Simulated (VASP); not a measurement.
# CdSe (P6_3mc) in VASP: notebook

CdSe is run at these levels: BLYP+D4, PBEsol; tasks: relaxation of cell and atoms, single point.

All numbers are computed with VASP 6.6.1; they aren't measurements. Logs are shortened: lines on timing, memory, paths and dates and some standing lists are left out, and cuts for length are marked.

**1. The cell of the first run**

Symmetry: P6_3mc, No. 186, hexagonal system. The conventional cell has a = 4.300 Å, b = 4.300 Å, c = 7.020 Å, α = 90.00°, β = 90.00°, γ = 120.00°. Cd (site symmetry 3m) has 4 Se at 2.61 to 2.70 Å within 3.4 Å. Within 3.4 Å of Se (site symmetry 3m) lie 4 Cd at 2.61 to 2.70 Å.

**2. Relaxation of cell and atoms, BLYP+D4**

INCAR

```
  PREC = Accurate
  ENCUT = 600
  EDIFF = 1E-6
  ISMEAR = -1
  SIGMA = 0.05
  LREAL = False
  LASPH = True
  NELM = 100
  ALGO = Normal
  ISIF = 3
  LWAVE = False
  LCHARG = False
  GGA = B5
  ALDAX = 1.0
  AGGAX = 1.0
  AGGAC = 1.0
  ALDAC = 0.0
  IVDW = 13
  VDW_S6 = 1.0
  VDW_S8 = 2.34076671
  VDW_A1 = 0.44488865
  VDW_A2 = 4.0933009
  IBRION = 2
  NSW = 60
  EDIFFG = -0.01
```

KPOINTS

```
regular mesh
0
Gamma
  7 7 4
```

POSCAR

```
CdSe
1.0
    4.3000000000      0.0000000000      0.0000000000
   -2.1500000000      3.7239092363      0.0000000000
    0.0000000000      0.0000000000      7.0200000000
Cd Se
2 2
Direct
    0.6666666667      0.3333333333      0.5000000000
    0.3333333333      0.6666666667      0.0000000000
    0.6666666667      0.3333333333      0.8850000000
    0.3333333333      0.6666666667      0.3850000000
```

Potentials or basis: VASP PAW PBE potentials, release 64 (Cd, Se).

Command:

```sh
$ cat potpaw_PBE.64/Cd/POTCAR potpaw_PBE.64/Se/POTCAR > POTCAR
$ mpirun -np 1 vasp_std > vasp.out
```

OUTCAR:

```text
PREC = Accurate
   ENCUT = 600
   EDIFF = 1E-6
   ISMEAR = -1
   LREAL = False
   LASPH = True
   NELM = 100
   ISIF = 3
   GGA = B5
   IVDW = 13
   IBRION = 2
   NSW = 60
   EDIFFG = -0.01

 ion  position               nearest neighbor table
   1  0.667  0.333  0.500-   4 2.61   4 2.61   4 2.61   3 2.70
   2  0.333  0.667  0.000-   3 2.61   3 2.61   3 2.61   4 2.70
   3  0.667  0.333  0.885-   2 2.61   2 2.61   2 2.61   1 2.70
   4  0.333  0.667  0.385-   1 2.61   1 2.61   1 2.61   2 2.70

  LATTYP: Found a hexagonal cell.
 ALAT       =     4.3000000000
 C/A-ratio  =     1.6325581395

  Lattice vectors:

 A1 = (   4.3000000000,   0.0000000000,   0.0000000000)
 A2 = (  -2.1500000000,   3.7239092363,   0.0000000000)
 A3 = (   0.0000000000,   0.0000000000,   7.0200000000)

Analysis of symmetry for initial positions (statically):
=====================================================================
 Subroutine PRICEL returns:
 Original cell was already a primitive cell.

 Routine SETGRP: Setting up the symmetry group for a
 hexagonal supercell.

 Subroutine GETGRP returns: Found 12 space group operations
 (whereof  6 operations were pure point group operations)
 out of a pool of 24 trial point group operations.

The static configuration has the point symmetry C_3v.
 The point group associated with its full space group is C_6v.

Analysis of symmetry for dynamics (positions and initial velocities):
=====================================================================
 Subroutine PRICEL returns:
 Original cell was already a primitive cell.

 Routine SETGRP: Setting up the symmetry group for a
 hexagonal supercell.

 Subroutine GETGRP returns: Found 12 space group operations
 (whereof  6 operations were pure point group operations)
 out of a pool of 24 trial point group operations.

The dynamic configuration has the point symmetry C_3v.
 The point group associated with its full space group is C_6v.

 Subroutine INISYM returns: Found 12 space group operations
 (whereof  6 operations are pure point group operations),
 and found     1 'primitive' translations

----------------------------------------------------------------------------------------

                                     Primitive cell

  volume of cell :     112.4099

  direct lattice vectors                    reciprocal lattice vectors
     4.300000000  0.000000000  0.000000000     0.232558140  0.134267504  0.000000000
    -2.150000000  3.723909236  0.000000000     0.000000000  0.268535009  0.000000000
     0.000000000  0.000000000  7.020000000     0.000000000  0.000000000  0.142450142

  length of vectors
     4.300000000  4.300000000  7.020000000     0.268535009  0.268535009  0.142450142

[... 76 lines left out ...]
   ICHARG =      2    charge: 1-file 2-atom 10-const
   ISPIN  =      1    spin polarized calculation?
   LNONCOLLINEAR =      F non collinear calculations
   LSORBIT =      F    spin-orbit coupling
   LASPH  =      T    aspherical Exc in radial PAW
   ENCUT  =  600.0 eV  44.10 Ry    6.64 a.u.   8.59  8.59 14.02*2*pi/ulx,y,z
   NELM   =    100;   NELMIN=  2; NELMDL= -5     # of ELM steps
   EDIFF  = 0.1E-05   stopping-criterion for ELM
   LREAL  =      F    real-space projection
   EDIFFG = -.1E-01   stopping-criterion for IOM
   NSW    =     60    number of steps for IOM
   IBRION =      2    ionic relax: 0-MD 1-quasi-New 2-CG
   NFREE  =      1    steps in history (QN), initial steepest desc. (CG)
   ISIF   =      3    stress and relaxation
   ISYM   =      2    0-nonsym 1-usesym 2-fastsym
   POTIM  = 0.5000    time-step for ionic-motion
   TEBEG  =    0.0;   TEEND  =   0.0 temperature during run
   PSTRESS=    0.0 pullay stress
   NELECT =      36.0000    total number of electrons
   NUPDOWN=      -1.0000    fix difference up-down
   EMIN   =  10.00;   EMAX   =-10.00  energy-range for DOS
   EFERMI =   0.00;   METHOD = LEGACY
   ISMEAR =    -1;   SIGMA  =   0.05  broadening in eV -4-tet -1-fermi 0-gaus
   EFERMI_NEDOS =   21; number of points for ismear=-14 and -15
   IALGO  =     38    algorithm
   IMIX   =      4    mixing-type and parameters
     AMIX     =   0.40;   BMIX     =  1.00
     AMIX_MAG =   1.60;   BMIX_MAG =  1.00
  volume/ion in A,a.u.               =      28.10       189.64
  Fermi-wavevector in a.u.,A,eV,Ry     =   1.120059  2.116604 17.068937  1.254531
  Thomas-Fermi vector in A             =   2.256702
   LORBIT       =      0    0 simple, 1 ext, 2 COOP (PROOUT), +10 PAW based schemes
   GGA     = B5    functional components
   LHFCALC =     F    Hartree Fock is set to
   AEXX    =    0.0000 exact exchange contribution
   IVDW    =    13    specifies the selected vdW correction
   LEPSILON=     F    determine dielectric tensor
   LRPA    =     F    only Hartree local field effects (RPA)
 conjugate gradient relaxation of ions
 non-spin polarized calculation
  energy-cutoff  :      600.00
  volume of cell :      112.41
 maximum number of plane-waves:      3791
 NGX is ok and might be reduce to    36
   NGX = 17   NGY = 17   NGZ = 29

--------------------------------------- Ionic step        1  -------------------------------------------

 number of electron      35.9999991 magnetization

 Free energy of the ion-electron system (eV)
  ---------------------------------------------------
  ext. energy  EPLUGINS =         0.00000000
  ---------------------------------------------------
  free energy    TOTEN  =        -8.83341756 eV

  energy without entropy =       -8.83339574  energy(sigma->0) =       -8.83340665

------------------------ aborting loop because EDIFF is reached ----------------------------------------

  DFT-D4 for vdW energy calculation

  Edisp (eV):   -2.42896
[... 111 lines left out ...]
  FREE ENERGIE OF THE ION-ELECTRON SYSTEM (eV)
  ---------------------------------------------------
  free  energy   TOTEN  =       -11.3115265653 eV

  energy  without entropy=      -11.3114616224  energy(sigma->0) =      -11.31149409

[... ionic steps 4 to 7 ...]

--------------------------------------- Ionic step        8  -------------------------------------------

 number of electron      36.0000009 magnetization

------------------------ aborting loop because EDIFF is reached ----------------------------------------
[... 79 lines left out ...]
--------------------------------------- Ionic step       10  -------------------------------------------

 number of electron      36.0000008 magnetization

 Free energy of the ion-electron system (eV)
  ---------------------------------------------------
  ext. energy  EPLUGINS =         0.00000000
  ---------------------------------------------------
  free energy    TOTEN  =        -9.00321188 eV

  energy without entropy =       -9.00314093  energy(sigma->0) =       -9.00317640

 E-fermi :   1.3156     XC(G=0):  -8.2214

 val. band max:        1.0279965226   @ k =   0.0000   0.0000   0.0000
 cond. band min:       1.5431168548   @ k =   0.0000   0.0000   0.0000
 fundamental gap:      0.5151203322
 Fermi energy:         1.3156135161

 k-point     1 :       0.0000    0.0000    0.0000
  band No.  band energies     occupation
      1     -11.3827      2.00000
      2     -11.0501      2.00000
      3      -6.8411      2.00000
      4      -6.8304      2.00000
      5      -6.8304      2.00000
      6      -6.7696      2.00000
[... 624 lines left out ...]
  FREE ENERGIE OF THE ION-ELECTRON SYSTEM (eV)
  ---------------------------------------------------
  free  energy   TOTEN  =       -11.3168942951 eV

  energy  without entropy=      -11.3168233496  energy(sigma->0) =      -11.31685882

 reached required accuracy - stopping structural energy minimisation
```

OSZICAR:

```text
N       E                     dE             d eps       ncg     rms          rms(c)
DAV:   1     0.269817111104E+03    0.26982E+03   -0.18799E+04  1056   0.165E+03
DAV:   2     0.574107365235E+01   -0.26408E+03   -0.25798E+03  1164   0.369E+02
DAV:   3    -0.962437667045E+01   -0.15365E+02   -0.15300E+02  1254   0.872E+01
DAV:   4    -0.978003608671E+01   -0.15566E+00   -0.15559E+00  1170   0.865E+00
[... 79 lines left out ...]
DAV:   1    -0.900381222397E+01    0.24476E-02   -0.32777E-02  1056   0.149E+00    0.173E-01
DAV:   2    -0.900331010746E+01    0.50212E-03   -0.17085E-03  1200   0.466E-01    0.638E-02
DAV:   3    -0.900322751600E+01    0.82591E-04   -0.17051E-04  1158   0.108E-01    0.478E-02
DAV:   4    -0.900321204211E+01    0.15474E-04   -0.32120E-05  1212   0.456E-02    0.829E-03
DAV:   5    -0.900321187577E+01    0.16633E-06   -0.60016E-06  1080   0.268E-02
  10 F= -.11316894E+02 E0= -.11316859E+02  d E =-.101085E-03
```

Wall time 4.9 min (1 thread of Intel Xeon 6975P-C (Granite Rapids), shared host); peak memory 0.3 GiB.

What came out:

| Item | Value |
| --- | --- |
| Free energy | -11.3169 eV |
| Relaxed volume | 29.29 Å³/atom |
| Relaxed cell | a = 4.354 Å, b = 4.354 Å, c = 7.138 Å, α = 90.00°, β = 90.00°, γ = 120.00° |
| Space group after relaxing (to 0.1 Å) | P6_3mc (No. 186) |
| Energy gained by relaxing | 13.6 meV/atom |
| Ionic steps | 10 |
| Pressure after relaxing | 0.0 GPa |
| Band gap on the k mesh | 0.52 eV |
| Dispersion energy per atom | -0.578 eV |

Forces on the atoms (eV/Å):
```
Cd   0.000  0.000 -0.003
Cd   0.000  0.000 -0.003
Se   0.000  0.000  0.003
Se   0.000  0.000  0.003
```

The path:
```
step  energy change (eV)  largest force (eV/Å)  pressure (GPa)  volume (Å³)
   1              0.0000                0.3201            2.29       112.41
   2             -0.0451                0.0336           -0.72       119.07
   3             -0.0491                0.0934           -0.13       117.49
   4             -0.0491                0.0975           -0.07       117.39
   5             -0.0506                0.0651            0.02       117.16
   6             -0.0516                0.0002            0.19       116.73
   7             -0.0525                0.0024            0.15       116.84
   8             -0.0542                0.0126            0.01       117.16
   9             -0.0544                0.0177           -0.05       117.31
  10             -0.0545                0.0027            0.01       117.18
```

Final structure:
```
CELL_PARAMETERS angstrom
4.35381 0.00000 0.00000
-2.17691 3.77051 0.00000
0.00000 0.00000 7.13791
ATOMIC_POSITIONS crystal
Cd 0.66667 0.33333 0.50536
Cd 0.33333 0.66667 0.00536
Se 0.66667 0.33333 0.87964
Se 0.33333 0.66667 0.37964
```

Caveat: semilocal functionals underestimate gaps, and a narrow one can read as zero; the PAW data sets were made with another functional, which shifts forces and pressure a little.

**3. Single point, PBEsol (26.42 Å³/atom)**

This run uses another cell than the first one, of 26.42 Å³/atom.

INCAR

```
SYSTEM = CdSe
PREC = Accurate ; ENCUT = 520
EDIFF = 1E-7 ; ISMEAR = -1
SIGMA = 0.05 ; LREAL = .False.
LASPH = .True. ; NELM = 100
ALGO = Normal ; ISIF = 2
LWAVE = .False. ; LCHARG = .True.
GGA = PS ; LELF = .True.
LVHAR = .True. ; NBANDS = 26
```

KPOINTS

```
Automatic mesh
0
Gamma
  7 7 4
  0 0 0
```

POSCAR

```
CdSe
1.0
    4.2122202675      0.0000000000      0.0000000000
   -2.1061101337      3.6478897580      0.0000000000
    0.0000000000      0.0000000000      6.8766944832
Cd Se
2 2
Direct
    0.6666666667      0.3333333333      0.5000000000
    0.3333333333      0.6666666667      0.0000000000
    0.6666666667      0.3333333333      0.8850000000
    0.3333333333      0.6666666667      0.3850000000
```

Potentials or basis: VASP PAW PBE potentials, release 64 (Cd, Se).

Command:

```sh
$ cat potpaw_PBE.64/Cd/POTCAR potpaw_PBE.64/Se/POTCAR > POTCAR
$ mpirun -np 1 vasp_std > vasp.out
```

It took 1.7 min on 1 thread of Intel Xeon 8259CL, shared host; peak memory 0.25 GiB.

Results (log left out):

- Free energy: -12.2327 eV
- Pressure: 4.4 GPa
- Largest force: 0.344 eV/Å
- Band gap on the k mesh: 0.71 eV

Forces on the atoms (eV/Å):
```
Cd   0.000  0.000  0.344
Cd   0.000  0.000  0.344
Se   0.000  0.000 -0.344
Se   0.000  0.000 -0.344
```

Stress tensor (GPa, compression positive):
```
5.27 0.00 0.00
0.00 5.27 0.00
0.00 0.00 2.50
```

Levels at points of the mesh, in eV from the valence-band top:
```csv
k point,band 16,band 17,band 18,band 19,band 20,band 21
"(0.00, 0.00, 0.00)",-0.03,0.00,0.00,0.71,2.07,5.78
"(0.00, 0.00, 0.50)",-0.43,-0.43,-0.43,2.35,2.35,5.81
```

Caveat: the cell stands under pressure; semilocal functionals underestimate gaps, and a narrow one can read as zero; the PAW data sets were made with another functional, which shifts forces and pressure a little.
